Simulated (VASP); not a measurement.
# ZnO (Pm-3m) in VASP: density of states with PBE

Aim: the density of states of ZnO with PBE.

Program: VASP 6.6.1. These are calculated values, not measurements. Logs are shortened: lines on timing, memory, paths and dates and some standing lists are left out, and cuts for length are marked.

## 1. The cell of the first run

The structure is cubic, space group Pm-3m (No. 221). The conventional cell has a = 2.688 Å, b = 2.688 Å, c = 2.688 Å, α = 90.00°, β = 90.00°, γ = 90.00°. Within 3.1 Å of Zn (site symmetry m-3m) lie 8 O at 2.33 Å and 6 Zn at 2.69 Å. O (site symmetry m-3m) has 8 Zn at 2.33 Å and 6 O at 2.69 Å within 3.1 Å.

## 2. Density of states, PBE

Contents of POSCAR:

```
ZnO
1.0
    2.6882149215      0.0000000000      0.0000000000
    0.0000000000      2.6882149215      0.0000000000
    0.0000000000      0.0000000000      2.6882149215
Zn O
1 1
Direct
    0.0000000000      0.0000000000      0.0000000000
    0.5000000000      0.5000000000      0.5000000000
```

Contents of INCAR.step1:

```
PREC     = Accurate       # precision mode
ENCUT    = 520            # plane-wave cutoff, eV
EDIFF    = 1E-6           # SCF threshold, eV
ISMEAR   = 0              # smearing method
SIGMA    = 0.1            # smearing width, eV
LREAL    = F              # projectors in reciprocal space
LASPH    = T              # aspherical terms in the spheres
NELM     = 60             # most SCF steps
ALGO     = Normal         # electronic algorithm
ISIF     = 2              # what is computed and relaxed
LWAVE    = F              # write WAVECAR
LCHARG   = T              # write CHGCAR
GGA      = PE             # functional
NBANDS   = 16             # bands
```

Contents of KPOINTS.step1:

```
regular mesh
0
Gamma
  20 20 20
```

Contents of INCAR.step2:

```
PREC     = Accurate       # precision mode
ENCUT    = 520            # plane-wave cutoff, eV
EDIFF    = 1E-6           # SCF threshold, eV
ISMEAR   = -5             # smearing method
SIGMA    = 0.1            # smearing width, eV
LREAL    = F              # projectors in reciprocal space
LASPH    = T              # aspherical terms in the spheres
NELM     = 60             # most SCF steps
ALGO     = Normal         # electronic algorithm
ISIF     = 2              # what is computed and relaxed
LWAVE    = F              # write WAVECAR
LCHARG   = F              # write CHGCAR
GGA      = PE             # functional
LORBIT   = 11             # projections on sites
NEDOS    = 1001           # points of the DOS
ICHARG   = 11             # starting density
```

Contents of KPOINTS.step2:

```
regular mesh
0
Gamma
  30 30 30
```

Potentials or basis: VASP PAW PBE potentials, release 64 (Zn, O).

Launch:

```bash
> cat potpaw_PBE.64/Zn/POTCAR potpaw_PBE.64/O/POTCAR > POTCAR
> cp INCAR.step1 INCAR
> cp KPOINTS.step1 KPOINTS
> mpirun -np 1 vasp_std > vasp.out
> cp INCAR.step2 INCAR
> cp KPOINTS.step2 KPOINTS
> mpirun -np 1 vasp_std > vasp.out
```

OUTCAR:

```text
PREC = Accurate
   ENCUT = 520
   EDIFF = 1E-6
   ISMEAR = -5
   LREAL = F
   LASPH = T
   NELM = 60
   ISIF = 2
   GGA = PE
   LORBIT = 11
   ICHARG = 11

 ion  position               nearest neighbor table
   1  0.000  0.000  0.000-   2 2.33   2 2.33   2 2.33   2 2.33   2 2.33   2 2.33   2 2.33   2 2.33

   2  0.500  0.500  0.500-   1 2.33   1 2.33   1 2.33   1 2.33   1 2.33   1 2.33   1 2.33   1 2.33

  LATTYP: Found a simple cubic cell.
 ALAT       =     2.6882149215

  Lattice vectors:

 A1 = (   2.6882149215,   0.0000000000,   0.0000000000)
 A2 = (   0.0000000000,   2.6882149215,   0.0000000000)
 A3 = (   0.0000000000,   0.0000000000,   2.6882149215)

Analysis of symmetry for initial positions (statically):
=====================================================================
 Subroutine PRICEL returns:
 Original cell was already a primitive cell.

 Routine SETGRP: Setting up the symmetry group for a
 simple cubic supercell.

 Subroutine GETGRP returns: Found 48 space group operations
 (whereof 48 operations were pure point group operations)
 out of a pool of 48 trial point group operations.

The static configuration has the point symmetry O_h .

Analysis of symmetry for dynamics (positions and initial velocities):
=====================================================================
 Subroutine PRICEL returns:
 Original cell was already a primitive cell.

 Routine SETGRP: Setting up the symmetry group for a
 simple cubic supercell.

 Subroutine GETGRP returns: Found 48 space group operations
 (whereof 48 operations were pure point group operations)
 out of a pool of 48 trial point group operations.

The dynamic configuration has the point symmetry O_h .

 Subroutine INISYM returns: Found 48 space group operations
 (whereof 48 operations are pure point group operations),
 and found     1 'primitive' translations

----------------------------------------------------------------------------------------

                                     Primitive cell

  volume of cell :      19.4264

  direct lattice vectors                    reciprocal lattice vectors
     2.688214922  0.000000000  0.000000000     0.371994066  0.000000000  0.000000000
     0.000000000  2.688214922  0.000000000     0.000000000  0.371994066  0.000000000
     0.000000000  0.000000000  2.688214922     0.000000000  0.000000000  0.371994066

  length of vectors
     2.688214922  2.688214922  2.688214922     0.371994066  0.371994066  0.371994066

  position of ions in fractional coordinates (direct lattice)
     0.000000000  0.000000000  0.000000000
     0.500000000  0.500000000  0.500000000

  ion indices of the primitive-cell ions
   primitive index   ion index
                 1           1
                 2           2

----------------------------------------------------------------------------------------

 KPOINTS: regular mesh

Automatic generation of k-mesh.
 Grid dimensions read from file:
 generate k-points for:   30   30   30

 Generating k-lattice:

  Cartesian coordinates                     Fractional coordinates (reciprocal lattice)
     0.012399802  0.000000000  0.000000000     0.033333333  0.000000000  0.000000000
     0.000000000  0.012399802  0.000000000     0.000000000  0.033333333  0.000000000
     0.000000000  0.000000000  0.012399802     0.000000000  0.000000000  0.033333333

  Length of vectors
     0.012399802  0.012399802  0.012399802

  Shift w.r.t. Gamma in fractional coordinates (k-lattice)
     0.000000000  0.000000000  0.000000000

 TETIRR: Found  13472 inequivalent tetrahedra from   162000

 Subroutine IBZKPT returns following result:
 ===========================================

 Found    816 irreducible k-points:

 Following reciprocal coordinates:
            Coordinates               Weight
  0.000000  0.000000  0.000000      1.000000
  0.033333  0.000000  0.000000      6.000000
  0.066667  0.000000  0.000000      6.000000
  0.100000  0.000000  0.000000      6.000000
  0.133333  0.000000  0.000000      6.000000
  0.166667  0.000000  0.000000      6.000000
[... 16 lines left out ...]
  0.233333  0.033333  0.000000     24.000000
  0.266667  0.033333  0.000000     24.000000
 [... further k-points ...]
   k-points           NKPTS =    816   k-points in BZ     NKDIM =    816   number of bands    NBANDS=     13
   number of dos      NEDOS =   1001   number of ions     NIONS =      2
   total plane-waves  NPLWV =   8000
   dimension x,y,z NGX =    20 NGY =   20 NGZ =   20
   dimension x,y,z NGXF=    40 NGYF=   40 NGZF=   40
   ions per type =               1   1
   NGX,Y,Z   is equivalent  to a cutoff of  12.37, 12.37, 12.37 a.u.
   NGXF,Y,Z  is equivalent  to a cutoff of  24.74, 24.74, 24.74 a.u.
 SYSTEM =  unknown system
   PREC   = accura    normal or accurate (medium, high low for compatibility)
   ISTART =      0    job   : 0-new  1-cont  2-samecut
   ICHARG =     11    charge: 1-file 2-atom 10-const
   ISPIN  =      1    spin polarized calculation?
   LNONCOLLINEAR =      F non collinear calculations
   LSORBIT =      F    spin-orbit coupling
   LASPH  =      T    aspherical Exc in radial PAW
   ENCUT  =  520.0 eV  38.22 Ry    6.18 a.u.   5.00  5.00  5.00*2*pi/ulx,y,z
   NELM   =     60;   NELMIN=  2; NELMDL=  0     # of ELM steps
   EDIFF  = 0.1E-05   stopping-criterion for ELM
   LREAL  =      F    real-space projection
   EDIFFG = 0.1E-04   stopping-criterion for IOM
   NSW    =      0    number of steps for IOM
   IBRION =     -1    ionic relax: 0-MD 1-quasi-New 2-CG
   NFREE  =      0    steps in history (QN), initial steepest desc. (CG)
   ISIF   =      2    stress and relaxation
   ISYM   =      2    0-nonsym 1-usesym 2-fastsym
   POTIM  = 0.5000    time-step for ionic-motion
   TEBEG  =    0.0;   TEEND  =   0.0 temperature during run
   PSTRESS=    0.0 pullay stress
   NELECT =      18.0000    total number of electrons
   NUPDOWN=      -1.0000    fix difference up-down
   EMIN   =  10.00;   EMAX   =-10.00  energy-range for DOS
   EFERMI =   0.00;   METHOD = LEGACY
   ISMEAR =    -5;   SIGMA  =   0.10  broadening in eV -4-tet -1-fermi 0-gaus
   EFERMI_NEDOS =   21; number of points for ismear=-14 and -15
   IALGO  =     38    algorithm
   IMIX   =      4    mixing-type and parameters
     AMIX     =   0.40;   BMIX     =  1.00
     AMIX_MAG =   1.60;   BMIX_MAG =  1.00
  volume/ion in A,a.u.               =       9.71        65.55
  Fermi-wavevector in a.u.,A,eV,Ry     =   1.596008  3.016017 34.657317  2.547241
  Thomas-Fermi vector in A             =   2.693838
   LORBIT       =     11    0 simple, 1 ext, 2 COOP (PROOUT), +10 PAW based schemes
   GGA     = PE    functional components
   LHFCALC =     F    Hartree Fock is set to
   AEXX    =    0.0000 exact exchange contribution
   IVDW    =     0    specifies the selected vdW correction
   LEPSILON=     F    determine dielectric tensor
   LRPA    =     F    only Hartree local field effects (RPA)
 non-spin polarized calculation
 Fermi weights with tetrahedron method with Bloechl corrections
  energy-cutoff  :      520.00
  volume of cell :       19.43
 maximum number of plane-waves:       552
 NGX is ok and might be reduce to    20

 number of electron      18.0000023 magnetization

 Free energy of the ion-electron system (eV)
  ---------------------------------------------------
  ext. energy  EPLUGINS =         0.00000000
  ---------------------------------------------------
  free energy    TOTEN  =        -7.49268326 eV

  energy without entropy =       -7.49268326  energy(sigma->0) =       -7.49268326

 E-fermi :   3.1063     XC(G=0): -12.5010

 val. band max:        3.1213300918   @ k =   0.5000   0.0000   0.0000
 cond. band min:       3.0829211810   @ k =   0.0667   0.0000   0.0000
 fundamental gap:     -0.0384089108
 Fermi energy:         3.1063361798

 k-point     1 :       0.0000    0.0000    0.0000
  band No.  band energies     occupation
      1     -15.3366      2.00000
      2      -3.3065      2.00000
      3      -3.3065      2.00000
      4      -2.2282      2.00000
      5      -2.2282      2.00000
      6      -2.2282      2.00000
      7       1.9361      2.00000
      8       1.9361      2.00000
      9       1.9361      2.00000
     10       2.2683      2.00000
     11      17.2559      0.00000
     12      17.2559      0.00000
     13      20.4753      0.00000

 k-point     2 :       0.0333    0.0000    0.0000
  band No.  band energies     occupation
      1     -15.3256      2.00000
      2      -3.3050      2.00000
      3      -3.3038      2.00000
      4      -2.2359      2.00000
      5      -2.2359      2.00000
      6      -2.2278      2.00000
      7       1.5740      2.00000
      8       1.9496      2.00000
      9       1.9496      2.00000
     10       2.6201      2.17235
     11      17.1300      0.00000
     12      17.2724      0.00000
     13      20.4606      0.00000

 k-point     3 :       0.0667    0.0000    0.0000
  band No.  band energies     occupation
      1     -15.2923      2.00000
      2      -3.3007      2.00000
      3      -3.2970      2.00000
      4      -2.2584      2.00000
      5      -2.2584      2.00000
      6      -2.2267      2.00000
      7       1.0830      2.00000
      8       1.9894      2.00000
      9       1.9894      2.00000
     10       3.0829      0.70132
     11      16.7956      0.00000
     12      17.3222      0.00000
     13      20.4170      0.00000
[... 305 lines left out ...]
 k-point    23 :       0.2333    0.0333    0.0000
  band No.  band energies     occupation
      1     -14.8339      2.00000
      2      -3.4730      2.00000
      3      -3.2431      2.00000
      4      -2.5243      2.00000
      5      -2.5152      2.00000
      6      -2.2173      2.00000
      7      -0.9946      2.00000
      8       2.3794      2.00000
      9       2.4811      2.00000
     10       5.2971      0.00000
     11      13.9173      0.00000
     12      17.8907      0.00000
     13      19.7958      0.00000

 k-point    24 :       0.2667    0.0333    0.0000
  band No.  band energies     occupation
      1     -14.7068      2.00000
      2      -3.6405      2.00000
      3      -3.2288      2.00000
      4      -2.5826      2.00000
      5      -2.5752      2.00000
      6      -2.2136      2.00000
      7      -1.2044      2.00000
      8       2.5043      2.00000
      9       2.6024      2.00000
     10       5.6898      0.00000
     11      13.2629      0.00000
     12      18.0915      0.00000
     13      19.6157      0.00000

 [... further k-points ...]

------------------------ aborting loop because EDIFF is reached ----------------------------------------

  FORCE on cell =-STRESS in cart. coord.  units (eV):
  Direction    XX          YY          ZZ          XY          YZ          ZX
  --------------------------------------------------------------------------------------
  -------------------------------------------------------------------------------------
  Total        0.0736422      0.0736422      0.0736422      0.0000000      0.0000000     -0.0000000
  in kB        6.0735921      6.0735921      6.0735921      0.0000000      0.0000000     -0.0000000
  external PRESSURE =       6.0735921 kB  Pullay stress =       0.0000000 kB

 VOLUME and BASIS-vectors are now :
 -----------------------------------------------------------------------------
  energy-cutoff  :      520.00
  volume of cell :       19.43
      direct lattice vectors                 reciprocal lattice vectors
     2.688214922  0.000000000  0.000000000     0.371994066  0.000000000  0.000000000
     0.000000000  2.688214922  0.000000000     0.000000000  0.371994066  0.000000000
     0.000000000  0.000000000  2.688214922     0.000000000  0.000000000  0.371994066

 POSITION                                       TOTAL-FORCE (eV/Angst)
 -----------------------------------------------------------------------------------
      0.00000      0.00000      0.00000         0.000000      0.000000      0.000000
      1.34411      1.34411      1.34411         0.000000      0.000000      0.000000
 -----------------------------------------------------------------------------------
    total drift:                                0.000000      0.000000      0.000000

  FREE ENERGIE OF THE ION-ELECTRON SYSTEM (eV)
  ---------------------------------------------------
  free  energy   TOTEN  =        -7.4926832628 eV

  energy  without entropy=       -7.4926832628  energy(sigma->0) =       -7.49268326

 total charge

# of ion       s       p       d       tot
------------------------------------------
    1        0.390   0.347   9.860  10.597
    2        1.586   3.348   0.000   4.935
--------------------------------------------------
tot          1.976   3.695   9.860  15.531
```

Run time: 90 s. Hardware: 1 thread of Intel Xeon 6975P-C, shared host; peak memory 0.34 GiB.

Results:

```yaml
Valence_electrons_inside_the_program's_atomic_spheres: Zn 10.60; O 4.93
```

Levels at points of the mesh, in eV from the Fermi level:
```
           k point  band 5  band 6  band 7  band 8  band 9  band 10  band 11  band 12  band 13
(0.00, 0.00, 0.00)   -5.33   -5.33   -1.17   -1.17   -1.17    -0.84    14.15    14.15    17.37
(0.50, 0.00, 0.00)   -5.92   -5.30   -4.48    0.01    0.01     5.07     6.48    15.63    15.63
(0.50, 0.50, 0.00)   -5.55   -5.08   -4.81   -4.81   -0.13     2.62    10.06    10.06    15.73
(0.50, 0.50, 0.50)   -5.06   -5.06   -1.38   -1.38   -1.38     5.52     5.52     5.52     9.32
```

Caveat: tetrahedron occupations give inexact forces and stress in metals.
